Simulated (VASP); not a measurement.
Wanted: the native input for a VASP 6.6.1 run.

| Item | Value |
| --- | --- |
| Task | relaxation of cell and atoms |
| Functional | RPBE |
| Potentials or basis | VASP PAW PBE potentials, release 64 (Ni, O) |
| Cutoff | 600 eV |
| k mesh | 11 × 11 × 11 |
| Occupations | fermi-dirac, width 0.05 eV |
| Spin | collinear spin, ferromagnetic start |
| Starting moments | [1.0, 0.0] μB |
| Dipole correction | no |
| Further INCAR settings | ALGO = Normal; EDIFF = 1e-07; IBRION = 2; EDIFFG = -0.01; NSW = 60; ISIF = 3 |

The structure of NiO lies in POSCAR:

```
NiO
1.0
    0.0000000000      2.0859016414      2.0859016414
    2.0859016414      0.0000000000      2.0859016414
    2.0859016414      2.0859016414      0.0000000000
Ni O
1 1
Direct
    0.0000000000      0.0000000000      0.0000000000
    0.5000000000      0.5000000000      0.5000000000
```

The input as run:

INCAR

```
SYSTEM = NiO
PREC = Accurate
ENCUT = 600
EDIFF = 1E-7
ISMEAR = -1
SIGMA = 0.05
LREAL = .FALSE.
LASPH = .TRUE.
NELM = 150
ALGO = Normal
ISIF = 3
LWAVE = .FALSE.
LCHARG = .FALSE.
ISPIN = 2
MAGMOM = 1 0
LORBIT = 11
LMAXMIX = 4
GGA = RP
IBRION = 2
NSW = 60
EDIFFG = -0.01
```

KPOINTS

```
Automatic mesh
0
G
  11 11 11
  0 0 0
```

Potentials or basis: VASP PAW PBE potentials, release 64 (Ni, O).

Command:

```console
$ cat potpaw_PBE.64/Ni/POTCAR potpaw_PBE.64/O/POTCAR > POTCAR
$ mpirun -np 1 vasp_std > vasp.out
```

Results of the run:

```json
{
  "Relaxed volume": "9.74 Å³/atom",
  "Relaxed cell": "a = 3.020 Å, b = 3.020 Å, c = 3.020 Å, α = 60.00°, β = 60.00°, γ = 60.00°",
  "Space group after relaxing (to 0.05 Å)": "Fm-3m (No. 225)",
  "Energy gained by relaxing": "24.9 meV/atom",
  "Ionic steps": "3",
  "Pressure after relaxing": "0.0 GPa",
  "Net moment": "1.91 μB per cell",
  "Site moments": "Ni +1.56; O +0.30 μB",
  "Valence electrons inside the program's atomic spheres": "Ni 8.85; O 4.97"
}
```

Caveat: the PAW data sets were made with another functional, which shifts forces and pressure a little; a cell with one magnetic atom can't hold antiferromagnetic order, which such compounds often take.

Run time: 3.6 min on 1 thread of AMD EPYC 7R13, with other jobs on the host, peak memory 0.14 GiB.
